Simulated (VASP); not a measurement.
Set up this calculation in VASP 6.6.1, as the native input.

```
Task                   : single point
Functional             : PBE
Dispersion             : D3(BJ)
Potentials or basis    : VASP PAW PBE potentials, release 64 (P)
Cutoff                 : 520 eV
k mesh                 : 8 × 6 × 1
Occupations            : gaussian, width 0.05 eV
Spin                   : no spin polarisation
Dipole correction      : yes
Further INCAR settings : ALGO = Normal; EDIFF = 1e-06; NBANDS = 30
```

The structure of P lies in POSCAR:

```
P
1.0
    3.2961869271      0.0000000000      0.0000000000
    0.0000000000      4.4391555608      0.0000000000
    0.0000000000      0.0000000000     21.7461973993
P
8
Direct
    0.5000000000      0.9174951521      0.2069327302
    0.0000000000      0.5825048479      0.2069327302
    0.5000000000      0.0825048479      0.3045635326
    0.0000000000      0.4174951521      0.3045635326
    0.6250000000      0.2075048479      0.4958613454
    0.1250000000     -0.1274854563      0.4958613454
    0.6250000000     -0.6274854563      0.5934921477
    0.1250000000     -0.2924951521      0.5934921477
```

This cell differs from its parent crystal: layers slid over each other.

These files were run (other wordings do the same):

INCAR

```
PREC = Accurate
ENCUT = 520
EDIFF = 1E-6
ISMEAR = 0
SIGMA = 0.05
LREAL = F
LASPH = T
NELM = 100
ALGO = Normal
ISIF = 2
LWAVE = F
LCHARG = F
LDIPOL = T
IDIPOL = 3
DIPOL = 0.5 0.5 0.400
GGA = PE
IVDW = 12
NBANDS = 30
```

KPOINTS

```
Automatic mesh
0
Gamma
  8 6 1
```

Potentials or basis: VASP PAW PBE potentials, release 64 (P).

The run is started by

```sh
$ cat potpaw_PBE.64/P/POTCAR > POTCAR
$ mpirun -np 1 vasp_std > vasp.out
```

Results of the run:

```
Largest force              : 0.075 eV/Å
Band gap on the k mesh     : 0.52 eV
Dispersion energy per atom : -0.275 eV
```

Caveat: the cell differs from its parent crystal (layers slid over each other).

It took 3.5 min on 1 thread of AMD EPYC 9R45 (Zen 5), with other jobs on the host, peak memory 0.42 GiB.
